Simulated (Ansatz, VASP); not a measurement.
**One calculation of AlNi3, two programs**

```
Al Ni
1.0
     0.00000    2.79841    2.79841
     2.79841    0.00000    2.79841
     2.79841    2.79841    0.00000
Al Ni
1 3
Direct
  0.50000 0.50000 0.50000
  0.25000 0.25000 0.25000
  0.92496 0.92496 0.07504
  0.75000 0.75000 0.75000
```

Alike in both runs: task single point; functional PBEsol; k mesh 14 × 14 × 14; occupations gaussian, width 0.15 eV; no spin polarisation.

```csv
,VASP,Ansatz
version,VASP 6.6.1,Ansatz 0.2.0
potentials or method,"VASP PAW PBE potentials, release 64 (Al, Ni), cutoff 520 eV","scalar-relativistic, plane waves, PAW"
valence electrons in the cell,33,57
```

|  | VASP | Ansatz | Ansatz less VASP |
| --- | --- | --- | --- |
| gap on the k mesh at the Fermi level (eV) | none | none | - |
| pressure (GPa) | 10.9 | 11.0 | +0.11 |
| traceless stress, the component that is largest in VASP (GPa) | -3.29 | -3.39 | -0.104 |
| rms of the force components (eV/Å) | 1.411 | 1.420 | +0.0088 |

VASP's potentials were made for PBE, not for PBEsol. Atom by atom the forces differ by 0.009 eV/Å (rms over components). A gap of «none» marks a metal or a gap that the smearing closes. VASP's potentials hold 33 valence electrons a cell and Ansatz's 57, so a difference there can come from the potentials and not from the codes.
